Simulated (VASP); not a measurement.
A run of VASP 6.6.1 is set up as follows.

The input INCAR:

```
SYSTEM = MoS
PREC = Accurate ; ENCUT = 520
EDIFF = 1E-6 ; ISMEAR = 0
SIGMA = 0.05 ; LREAL = .FALSE.
LASPH = .TRUE. ; NELM = 150
ALGO = Normal ; ISIF = 2
LWAVE = .FALSE. ; LCHARG = .FALSE.
ISPIN = 2 ; MAGMOM = 1 1 0 0
LORBIT = 11 ; LMAXMIX = 4
LDIPOL = .TRUE. ; IDIPOL = 3
DIPOL = 0.5 0.5 0.500 ; GGA = PS
NBANDS = 32
```

File KPOINTS:

```
Automatic mesh
0
G
  9 9 1
  0 0 0
```

File POSCAR:

```
MoS
1.0
    3.1431208273      0.0000000000      0.0000000000
   -1.5715604137      2.7220224836      0.0000000000
    0.0000000000      0.0000000000     21.2832906737
Mo S
2 2
Direct
    0.6666666667      0.3333333333      0.3523891167
    0.3333333333      0.6666666667      0.6476108833
    0.3333333333      0.6666666667      0.4255867827
    0.0000000000      0.0000000000      0.5743881339
```

Potentials or basis: VASP PAW PBE potentials, release 64 (Mo_sv, S).

Command:

```bash
$ cat potpaw_PBE.64/Mo_sv/POTCAR potpaw_PBE.64/S/POTCAR > POTCAR
$ mpirun -np 1 vasp_std > vasp.out
```

(1) Predict the largest force.

(2) What does it give for the band gap on the k mesh?

(3) Predict the net moment.

## Answers

(1) 1.212 eV/Å.

(2) zero (filled and empty bands overlap).

(3) 0.00 μB per cell.

Caveat: the PAW data sets were made with another functional, which shifts forces and pressure a little.
